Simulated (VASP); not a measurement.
## RbTl: relaxation of cell and atoms with PBE

Crystal: RbTl.

```
Rb Tl
1.0
     4.16041    0.00000    0.00000
     0.00000    4.16041    0.00000
     0.00000    0.00000    4.16041
Rb Tl
1 1
Direct
  0.00000 0.00000 0.00000
  0.50000 0.50000 0.50000
```

* Program: VASP 6.6.1
* Task: relaxation of cell and atoms
* Functional: PBE
* Potentials or basis: VASP PAW PBE potentials, release 64 (Rb_sv, Tl_d)
* Cutoff: 600 eV
* k mesh: 14 × 14 × 14
* Occupations: gaussian, width 0.1 eV
* Spin: no spin polarisation
* Dipole correction: no
* Further INCAR settings: ALGO = Fast; EDIFF = 1e-06; IBRION = 2; EDIFFG = -0.01; NSW = 100; ISIF = 3

```
Relaxed volume                        : 45.29 Å³/atom
Relaxed cell                          : a = 4.491 Å, b = 4.491 Å, c = 4.491 Å, α = 90.00°, β = 90.00°, γ = 90.00°
Space group after relaxing (to 0.1 Å) : Pm-3m (No. 221)
Energy gained by relaxing             : 80.1 meV/atom
Ionic steps                           : 5
Pressure after relaxing               : 0.0 GPa
Band gap on the k mesh                : zero (bands 11 and 12 overlap by 2.83 eV)
```

Step by step:
| step | energy change (eV) | largest force (eV/Å) | pressure (GPa) | volume (Å³) |
| --- | --- | --- | --- | --- |
| 1 | 0.0000 | 0.0000 | 3.46 | 72.01 |
| 2 | -0.1216 | 0.0000 | 1.37 | 80.41 |
| 3 | -0.1575 | 0.0000 | 0.31 | 87.58 |
| 4 | -0.1602 | 0.0000 | 0.05 | 90.01 |
| 5 | -0.1602 | 0.0000 | -0.01 | 90.57 |

Final structure:
```cif
data_structure
_symmetry_space_group_name_H-M 'P 1'
_symmetry_Int_Tables_number 1
_cell_length_a 4.4909
_cell_length_b 4.4909
_cell_length_c 4.4909
_cell_angle_alpha 90.000
_cell_angle_beta 90.000
_cell_angle_gamma 90.000
_cell_volume 90.57
loop_
_atom_site_label
_atom_site_type_symbol
_atom_site_fract_x
_atom_site_fract_y
_atom_site_fract_z
_atom_site_occupancy
Rb1 Rb 0.00000 0.00000 0.00000 1
Tl1 Tl 0.50000 0.50000 0.50000 1
```

Levels at points of the mesh, in eV from the Fermi level:
```tsv
k point	band 8	band 9	band 10	band 11	band 12	band 13	band 14	band 15
(0.00, 0.00, 0.00)	-11.62	-11.62	-6.87	2.48	2.48	2.48	2.82	2.82
(0.50, 0.00, 0.00)	-11.53	-11.53	-6.07	-1.58	2.21	2.21	3.53	5.27
(0.50, 0.50, 0.00)	-11.63	-11.58	-5.86	-0.13	-0.13	2.22	3.52	4.79
(0.50, 0.50, 0.50)	-11.51	-11.51	-5.31	-0.35	-0.35	-0.35	4.61	4.61
```

Wall time 9 min on 1 thread of Intel(R) Xeon(R) Platinum 8375C CPU @ 2.90GHz (Ice Lake), on a shared host, peak memory 0.35 GiB.

Caveat: the volume moved by over 15 % at a fixed basis, so the end points are rough; spin-orbit coupling is left out, which moves the levels of the heavy elements.
